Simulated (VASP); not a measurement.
# Au (I4/mmm) in VASP: notebook

Runs on Au. Level: PBEsol. Tasks: single point.

All numbers are computed with VASP 6.6.1; they aren't measurements. Logs are shortened: lines on timing, memory, paths and dates and some standing lists are left out, and cuts for length are marked.

### Step 1. The cell of the first run

It takes space group I4/mmm (No. 139, tetragonal). The conventional cell has a = 3.008 Å, b = 3.008 Å, c = 4.418 Å, α = 90.00°, β = 90.00°, γ = 90.00°. Au (site symmetry 4/mmm) has 12 Au at 3.01 to 3.07 Å within 4.0 Å.

### Step 2. Single point, PBEsol (strain +0.040 along x and y, +0.080 along z)

File INCAR:

```
SYSTEM = Au
PREC = Accurate
ENCUT = 520
EDIFF = 1E-6
ISMEAR = 0
SIGMA = 0.15
LREAL = .FALSE.
LASPH = .TRUE.
NELM = 80
ALGO = Fast
ISIF = 2
LWAVE = .FALSE.
LCHARG = .TRUE.
GGA = PS
LELF = .TRUE.
LVHAR = .TRUE.
NBANDS = 12
```

File KPOINTS:

```
Automatic mesh
0
G
  20 20 20
  0 0 0
```

File POSCAR:

```
Au
1.0
    0.0000000000      2.1273200000      2.2091400000
    2.1273200000      0.0000000000      2.2091400000
    2.1273200000      2.1273200000      0.0000000000
Au
1
Direct
    0.0000000000      0.0000000000      0.0000000000
```

Potentials or basis: VASP PAW PBE potentials, release 64 (Au).

Launch:

```sh
> cat potpaw_PBE.64/Au/POTCAR > POTCAR
> mpirun -np 1 vasp_std > vasp.out
```

OUTCAR:

```text
SYSTEM = Au
   PREC = Accurate
   ENCUT = 520
   EDIFF = 1E-6
   ISMEAR = 0
   LREAL = .FALSE.
   LASPH = .TRUE.
   NELM = 80
   ISIF = 2
   GGA = PS

 ion  position               nearest neighbor table
   1  0.000  0.000  0.000-

  LATTYP: Found a body centered tetragonal cell.
 ALAT       =     3.0084847955
 C/A-ratio  =     1.4686063917

  Lattice vectors:

 A1 = (  -2.1273200000,   0.0000000000,   2.2091400000)
 A2 = (   2.1273200000,   0.0000000000,   2.2091400000)
 A3 = (   0.0000000000,   2.1273200000,  -2.2091400000)

Analysis of symmetry for initial positions (statically):
=====================================================================
 Subroutine PRICEL returns:
 Original cell was already a primitive cell.

 Routine SETGRP: Setting up the symmetry group for a
 body centered tetragonal supercell.

 Subroutine GETGRP returns: Found 16 space group operations
 (whereof 16 operations were pure point group operations)
 out of a pool of 16 trial point group operations.

The static configuration has the point symmetry D_4h.

Analysis of symmetry for dynamics (positions and initial velocities):
=====================================================================
 Subroutine PRICEL returns:
 Original cell was already a primitive cell.

 Routine SETGRP: Setting up the symmetry group for a
 body centered tetragonal supercell.

 Subroutine GETGRP returns: Found 16 space group operations
 (whereof 16 operations were pure point group operations)
 out of a pool of 16 trial point group operations.

The dynamic configuration has the point symmetry D_4h.

 Subroutine INISYM returns: Found 16 space group operations
 (whereof 16 operations are pure point group operations),
 and found     1 'primitive' translations

----------------------------------------------------------------------------------------

                                     Primitive cell

  volume of cell :      19.9949

  direct lattice vectors                    reciprocal lattice vectors
     0.000000000  2.127320000  2.209140000    -0.235037512  0.235037512  0.226332419
     2.127320000  0.000000000  2.209140000     0.235037512 -0.235037512  0.226332419
     2.127320000  2.127320000  0.000000000     0.235037512  0.235037512 -0.226332419

  length of vectors
     3.066886030  3.066886030  3.008484796     0.402133843  0.402133843  0.402133843

  position of ions in fractional coordinates (direct lattice)
     0.000000000  0.000000000  0.000000000

  ion indices of the primitive-cell ions
   primitive index   ion index
                 1           1

----------------------------------------------------------------------------------------

 KPOINTS: Automatic mesh

Automatic generation of k-mesh.
 Grid dimensions read from file:
 generate k-points for:   20   20   20

 Generating k-lattice:

  Cartesian coordinates                     Fractional coordinates (reciprocal lattice)
    -0.011751876  0.011751876  0.011316621     0.050000000 -0.000000000  0.000000000
     0.011751876 -0.011751876  0.011316621    -0.000000000  0.050000000  0.000000000
     0.011751876  0.011751876 -0.011316621     0.000000000  0.000000000  0.050000000

  Length of vectors
     0.020106692  0.020106692  0.020106692

  Shift w.r.t. Gamma in fractional coordinates (k-lattice)
     0.000000000  0.000000000  0.000000000

 Subroutine IBZKPT returns following result:
 ===========================================

 Found    641 irreducible k-points:

 Following reciprocal coordinates:
            Coordinates               Weight
  0.000000  0.000000  0.000000      1.000000
  0.050000  0.000000  0.000000      8.000000
  0.100000 -0.000000  0.000000      8.000000
  0.150000 -0.000000  0.000000      8.000000
  0.200000 -0.000000  0.000000      8.000000
  0.250000  0.000000  0.000000      8.000000
[... 16 lines left out ...]
 -0.400000  0.050000  0.000000      8.000000
 -0.350000  0.050000  0.000000      8.000000
 [... further k-points ...]
   k-points           NKPTS =    641   k-points in BZ     NKDIM =    641   number of bands    NBANDS=     12
   number of dos      NEDOS =    301   number of ions     NIONS =      1
   total plane-waves  NPLWV =  13824
   dimension x,y,z NGX =    24 NGY =   24 NGZ =   24
   dimension x,y,z NGXF=    48 NGYF=   48 NGZF=   48
   ions per type =               1
   NGX,Y,Z   is equivalent  to a cutoff of  13.01, 13.01, 13.26 a.u.
   NGXF,Y,Z  is equivalent  to a cutoff of  26.02, 26.02, 26.52 a.u.
 SYSTEM =  Au
   PREC   = accura    normal or accurate (medium, high low for compatibility)
   ISTART =      0    job   : 0-new  1-cont  2-samecut
   ICHARG =      2    charge: 1-file 2-atom 10-const
   ISPIN  =      1    spin polarized calculation?
   LNONCOLLINEAR =      F non collinear calculations
   LSORBIT =      F    spin-orbit coupling
   LASPH  =      T    aspherical Exc in radial PAW
   ENCUT  =  520.0 eV  38.22 Ry    6.18 a.u.   5.70  5.70  5.59*2*pi/ulx,y,z
   NELM   =     80;   NELMIN=  2; NELMDL= -5     # of ELM steps
   EDIFF  = 0.1E-05   stopping-criterion for ELM
   LREAL  =      F    real-space projection
   EDIFFG = 0.1E-04   stopping-criterion for IOM
   NSW    =      0    number of steps for IOM
   IBRION =     -1    ionic relax: 0-MD 1-quasi-New 2-CG
   NFREE  =      0    steps in history (QN), initial steepest desc. (CG)
   ISIF   =      2    stress and relaxation
   ISYM   =      2    0-nonsym 1-usesym 2-fastsym
   POTIM  = 0.5000    time-step for ionic-motion
   TEBEG  =    0.0;   TEEND  =   0.0 temperature during run
   PSTRESS=    0.0 pullay stress
   NELECT =      11.0000    total number of electrons
   NUPDOWN=      -1.0000    fix difference up-down
   EMIN   =  10.00;   EMAX   =-10.00  energy-range for DOS
   EFERMI =   0.00;   METHOD = LEGACY
   ISMEAR =     0;   SIGMA  =   0.15  broadening in eV -4-tet -1-fermi 0-gaus
   EFERMI_NEDOS =   21; number of points for ismear=-14 and -15
   IALGO  =     68    algorithm
   IMIX   =      4    mixing-type and parameters
     AMIX     =   0.40;   BMIX     =  1.00
     AMIX_MAG =   1.60;   BMIX_MAG =  1.00
  volume/ion in A,a.u.               =      19.99       134.93
  Fermi-wavevector in a.u.,A,eV,Ry     =   1.341424  2.534924 24.482576  1.799419
  Thomas-Fermi vector in A             =   2.469659
   LORBIT       =      0    0 simple, 1 ext, 2 COOP (PROOUT), +10 PAW based schemes
   GGA     = PS    functional components
   LHFCALC =     F    Hartree Fock is set to
   AEXX    =    0.0000 exact exchange contribution
   IVDW    =     0    specifies the selected vdW correction
   LEPSILON=     F    determine dielectric tensor
   LRPA    =     F    only Hartree local field effects (RPA)
 non-spin polarized calculation
 RMM-DIIS sequential band-by-band and
 Gauss-broadening in eV      SIGMA  =   0.15
  energy-cutoff  :      520.00
  volume of cell :       19.99
 maximum number of plane-waves:       550
   NGX = 11   NGY = 11   NGZ = 11

 number of electron      11.0000002 magnetization

 Free energy of the ion-electron system (eV)
  ---------------------------------------------------
  ext. energy  EPLUGINS =         0.00000000
  ---------------------------------------------------
  free energy    TOTEN  =        -3.72696278 eV

  energy without entropy =       -3.72389155  energy(sigma->0) =       -3.72542716

 E-fermi :   6.7990     XC(G=0): -11.9564

 val. band max:        6.7899780528   @ k =   0.4500   0.0000   0.3500
 cond. band min:       6.7992260971   @ k =   0.5000   0.0500   0.1500
 fundamental gap:      0.0092480443
 Fermi energy:         6.7990499669

 k-point     1 :       0.0000    0.0000    0.0000
  band No.  band energies     occupation
      1      -1.5079      2.00000
      2       2.7491      2.00000
      3       3.0213      2.00000
      4       3.0213      2.00000
      5       3.9297      2.00000
      6       4.2159      2.00000
      7      21.4431      0.00000
      8      24.2539      0.00000
      9      24.6190      0.00000
     10      24.6190      0.00000
     11      28.9162      0.00000
     12      31.8848      0.00000

 k-point     2 :       0.0500    0.0000    0.0000
  band No.  band energies     occupation
      1      -1.4320      2.00000
      2       2.7599      2.00000
      3       3.0134      2.00000
      4       3.0447      2.00000
      5       3.9231      2.00000
      6       4.2031      2.00000
      7      21.5080      0.00000
      8      23.8623      0.00000
      9      24.4643      0.00000
     10      24.6809      0.00000
     11      29.3111      0.00000
     12      30.7244      0.00000

 k-point     3 :       0.1000   -0.0000    0.0000
  band No.  band energies     occupation
      1      -1.2085      2.00000
      2       2.7718      2.00000
      3       3.0095      2.00000
      4       3.1087      2.00000
      5       3.9126      2.00000
      6       4.1716      2.00000
      7      21.5740      0.00000
      8      22.6616      0.00000
      9      24.6039      0.00000
     10      24.8485      0.00000
     11      28.7894      0.00000
     12      30.4310      0.00000

 k-point     4 :       0.1500   -0.0000    0.0000
  band No.  band energies     occupation
      1      -0.8523      2.00000
      2       2.7558      2.00000
      3       3.0355      2.00000
      4       3.1921      2.00000
      5       3.9269      2.00000
      6       4.1442      2.00000
      7      20.5744      0.00000
      8      22.2426      0.00000
      9      24.8174      0.00000
     10      25.0603      0.00000
     11      27.7322      0.00000
     12      29.4944      0.00000

 k-point     5 :       0.2000   -0.0000    0.0000
  band No.  band energies     occupation
      1      -0.3972      2.00000
      2       2.7520      2.00000
      3       3.0561      2.00000
      4       3.2567      2.00000
      5       4.0073      2.00000
      6       4.1601      2.00000
      7      18.8134      0.00000
      8      22.3053      0.00000
      9      24.9347      0.00000
     10      25.1907      0.00000
     11      27.1298      0.00000
     12      28.6283      0.00000
[... 228 lines left out ...]
      1       0.8866      2.00000
      2       2.7588      2.00000
      3       3.0723      2.00000
      4       4.7796      2.00000
      5       4.9312      2.00000
      6       6.7066      1.61681
      7       9.2567      0.00000
      8      20.6179      0.00000
      9      22.2035      0.00000
     10      22.9076      0.00000
     11      29.1681      0.00000
     12      29.8395      0.00000

 k-point    22 :      -0.4500    0.0500    0.0000
  band No.  band energies     occupation
      1       0.8873      2.00000
      2       2.7703      2.00000
      3       3.0702      2.00000
      4       4.7734      2.00000
      5       4.8757      2.00000
      6       6.5498      1.98123
      7       9.4900      0.00000
      8      20.5789      0.00000
      9      22.1266      0.00000
     10      23.1733      0.00000
     11      29.1596      0.00000
     12      29.8248      0.00000

 k-point    23 :      -0.4000    0.0500    0.0000
  band No.  band energies     occupation
      1       0.8766      2.00000
      2       2.8096      2.00000
      3       3.0988      2.00000
      4       4.5213      2.00000
      5       4.7444      2.00000
      6       5.6917      2.00000
      7      10.8693      0.00000
      8      20.6938      0.00000
      9      22.2900      0.00000
     10      23.6764      0.00000
     11      28.9487      0.00000
     12      29.7021      0.00000

 k-point    24 :      -0.3500    0.0500    0.0000
  band No.  band energies     occupation
      1       0.8215      2.00000
      2       2.8683      2.00000
      3       3.1537      2.00000
      4       3.9407      2.00000
      5       4.5584      2.00000
      6       5.0905      2.00000
      7      12.5593      0.00000
      8      20.9455      0.00000
      9      22.6637      0.00000
     10      24.3890      0.00000
     11      28.4447      0.00000
     12      29.3698      0.00000

 [... further k-points ...]

------------------------ aborting loop because EDIFF is reached ----------------------------------------

  FORCE on cell =-STRESS in cart. coord.  units (eV):
  Direction    XX          YY          ZZ          XY          YZ          ZX
  --------------------------------------------------------------------------------------
  -------------------------------------------------------------------------------------
  Total       -2.1692078     -2.1692078     -2.2442661      0.0000000     -0.0000000      0.0000000
  in kB     -173.8172446   -173.8172446   -179.8316181      0.0000000     -0.0000000      0.0000000
  external PRESSURE =    -175.8220357 kB  Pullay stress =       0.0000000 kB

 VOLUME and BASIS-vectors are now :
 -----------------------------------------------------------------------------
  energy-cutoff  :      520.00
  volume of cell :       19.99
      direct lattice vectors                 reciprocal lattice vectors
     0.000000000  2.127320000  2.209140000    -0.235037512  0.235037512  0.226332419
     2.127320000  0.000000000  2.209140000     0.235037512 -0.235037512  0.226332419
     2.127320000  2.127320000  0.000000000     0.235037512  0.235037512 -0.226332419

 POSITION                                       TOTAL-FORCE (eV/Angst)
 -----------------------------------------------------------------------------------
      0.00000      0.00000      0.00000         0.000000      0.000000     -0.000000
 -----------------------------------------------------------------------------------
    total drift:                               -0.000000     -0.000000     -0.000000

  FREE ENERGIE OF THE ION-ELECTRON SYSTEM (eV)
  ---------------------------------------------------
  free  energy   TOTEN  =        -3.7269627795 eV

  energy  without entropy=       -3.7238915470  energy(sigma->0) =       -3.72542716
```

Run time: 40 s. Hardware: 1 thread of Intel Xeon 6975P-C (Granite Rapids), shared host; peak memory 0.25 GiB.

Results:

- Free energy: -3.7270 eV
- Pressure: -17.6 GPa

Stress tensor (GPa, compression positive):
```
-17.38   0.00   0.00
  0.00 -17.38   0.00
  0.00   0.00 -17.98
```

Levels at points of the mesh, in eV from the Fermi level:
| k point | band 3 | band 4 | band 5 | band 6 | band 7 | band 8 | band 9 | band 10 |
| --- | --- | --- | --- | --- | --- | --- | --- | --- |
| (0.00, 0.00, 0.00) | -3.78 | -3.78 | -2.87 | -2.58 | 14.64 | 17.45 | 17.82 | 17.82 |
| (0.50, 0.00, 0.00) | -3.77 | -1.87 | -1.76 | -0.28 | 2.33 | 13.90 | 15.62 | 16.31 |
| (0.50, 0.50, 0.00) | -1.84 | -1.59 | -1.59 | 1.07 | 4.11 | 9.94 | 9.94 | 15.91 |
| (0.50, 0.00, 0.50) | -1.86 | -1.68 | -1.46 | 1.62 | 4.86 | 9.32 | 9.34 | 15.37 |

Caveat: the cell differs from its parent crystal (strain +0.040 along x and y, +0.080 along z); the PAW data sets were made with another functional, which shifts forces and pressure a little; spin-orbit coupling is left out, which moves the levels of the heavy elements.

### Step 3. Single point, PBEsol (strain +0.080 along x and y, +0.040 along z)

File INCAR:

```
SYSTEM = Au
PREC = Accurate
ENCUT = 520
EDIFF = 1E-6
ISMEAR = 0
SIGMA = 0.15
LREAL = .False.
LASPH = .True.
NELM = 80
ALGO = Fast
ISIF = 2
LWAVE = .False.
LCHARG = .False.
GGA = PS
NBANDS = 12
```

File KPOINTS:

```
regular mesh
0
Gamma
  20 20 20
  0 0 0
```

File POSCAR:

```
Au
1.0
    0.0000000000      2.2091400000      2.1273200000
    2.2091400000      0.0000000000      2.1273200000
    2.2091400000      2.2091400000      0.0000000000
Au
1
Direct
    0.0000000000      0.0000000000      0.0000000000
```

Potentials or basis: VASP PAW PBE potentials, release 64 (Au).

Launch:

```sh
> cat potpaw_PBE.64/Au/POTCAR > POTCAR
> mpirun -np 1 vasp_std > vasp.out
```

Wall time 40 s (1 thread of Intel Xeon 6975P-C (Granite Rapids), shared host); peak memory 0.25 GiB.

The run converged. Its results:

```yaml
Free_energy: -3.6383 eV
Pressure: -19.4 GPa
```

Stress tensor (GPa, compression positive):
```
-19.54   0.00   0.00
  0.00 -19.54   0.00
  0.00   0.00 -19.07
```

Levels at points of the mesh, in eV from the Fermi level:
```tsv
k point	band 2	band 3	band 4	band 5	band 6	band 7	band 8	band 9	band 10	band 11
(0.00, 0.00, 0.00)	-3.79	-3.79	-3.55	-2.77	-2.52	14.63	17.36	17.36	17.68	21.79
(0.50, 0.00, 0.00)	-3.85	-3.61	-1.85	-1.74	-0.12	2.17	13.92	15.18	16.12	21.79
(0.50, 0.50, 0.00)	-5.18	-1.83	-1.56	-1.56	1.89	4.84	9.00	9.00	14.81	16.96
(0.50, 0.00, 0.50)	-5.19	-1.83	-1.67	-1.49	1.34	4.12	9.61	9.63	15.37	17.52
```

Caveat: the cell differs from its parent crystal (strain +0.080 along x and y, +0.040 along z); the PAW data sets were made with another functional, which shifts forces and pressure a little; spin-orbit coupling is left out, which moves the levels of the heavy elements.

### Step 4. Single point, PBEsol (strain -0.080 along x and y, -0.040 along z)

File INCAR:

```
SYSTEM = Au
ALGO = Fast ; EDIFF = 1E-7
ENCUT = 520 ; GGA = PS
ISIF = 2 ; ISMEAR = 0
LASPH = .TRUE. ; LCHARG = .FALSE.
LREAL = .FALSE. ; LWAVE = .FALSE.
NBANDS = 12 ; NELM = 100
PREC = Accurate ; SIGMA = 0.15
```

File KPOINTS:

```
k-points
0
G
  20 20 20
  0 0 0
```

File POSCAR:

```
Au
1.0
    0.0000000000      1.8818600000      1.9636800000
    1.8818600000      0.0000000000      1.9636800000
    1.8818600000      1.8818600000      0.0000000000
Au
1
Direct
    0.0000000000      0.0000000000      0.0000000000
```

Launch:

```sh
> cat potpaw_PBE.64/Au/POTCAR > POTCAR
> mpirun -np 1 vasp_std > vasp.out
```

Wall time 41 s (1 thread of Intel Xeon 6975P-C (Granite Rapids), shared host); peak memory 0.2 GiB.

The run converged. Its results:

| Quantity | Value |
| --- | --- |
| Free energy | -3.4402 eV |
| Pressure | 62.2 GPa |

Stress tensor (GPa, compression positive):
```
63.30  0.00  0.00
 0.00 63.30  0.00
 0.00  0.00 60.07
```

Levels at points of the mesh, in eV from the Fermi level:
```tsv
k point	band 3	band 4	band 5	band 6	band 7	band 8	band 9	band 10
(0.00, 0.00, 0.00)	-5.89	-5.89	-4.21	-3.60	13.90	18.31	19.45	19.45
(0.50, 0.00, 0.00)	-5.89	-2.30	-2.14	-2.06	4.24	13.32	18.05	18.86
(0.50, 0.50, 0.00)	-2.20	-1.74	-1.74	-0.31	6.74	10.94	10.94	19.87
(0.50, 0.00, 0.50)	-2.26	-1.93	-1.48	0.55	7.93	9.99	10.28	19.25
```

Caveat: the cell differs from its parent crystal (strain -0.080 along x and y, -0.040 along z); the PAW data sets were made with another functional, which shifts forces and pressure a little; spin-orbit coupling is left out, which moves the levels of the heavy elements.

### Step 5. Single point, PBEsol (strain -0.080 along x and y, +0.000 along z)

File INCAR:

```
PREC = Accurate ; ENCUT = 520
EDIFF = 1E-7 ; ISMEAR = 0
SIGMA = 0.15 ; LREAL = F
LASPH = T ; NELM = 100
ALGO = Normal ; ISIF = 2
LWAVE = F ; LCHARG = T
GGA = PS ; LELF = T
LVHAR = T ; NBANDS = 12
```

File KPOINTS:

```
Automatic mesh
0
Gamma
  20 20 20
```

File POSCAR:

```
Au
1.0
    0.0000000000      1.8818600000      2.0455000000
    1.8818600000      0.0000000000      2.0455000000
    1.8818600000      1.8818600000      0.0000000000
Au
1
Direct
    0.0000000000      0.0000000000      0.0000000000
```

Launch:

```sh
> cat potpaw_PBE.64/Au/POTCAR > POTCAR
> mpirun -np 1 vasp_std > vasp.out
```

Wall time 33 s (1 thread of Intel Xeon 6975P-C (Granite Rapids), shared host); peak memory 0.23 GiB.

It converged, with:

```yaml
Free_energy: -3.6194 eV
Pressure: 44.6 GPa
```

Stress tensor (GPa, compression positive):
```
47.20  0.00  0.00
 0.00 47.20  0.00
 0.00  0.00 39.47
```

Levels at points of the mesh, in eV from the Fermi level:
```csv
k point,band 4,band 5,band 6,band 7,band 8,band 9
"(0.00, 0.00, 0.00)",-5.35,-4.30,-3.16,14.20,17.72,19.72
"(0.50, 0.00, 0.00)",-2.30,-1.90,-1.85,4.06,13.33,17.67
"(0.50, 0.50, 0.00)",-1.72,-1.72,-0.58,5.71,11.43,11.43
"(0.50, 0.00, 0.50)",-2.09,-1.22,1.02,7.97,9.67,10.12
```

Caveat: the cell differs from its parent crystal (strain -0.080 along x and y, +0.000 along z); the PAW data sets were made with another functional, which shifts forces and pressure a little; spin-orbit coupling is left out, which moves the levels of the heavy elements.

[end of part 1 of 2]
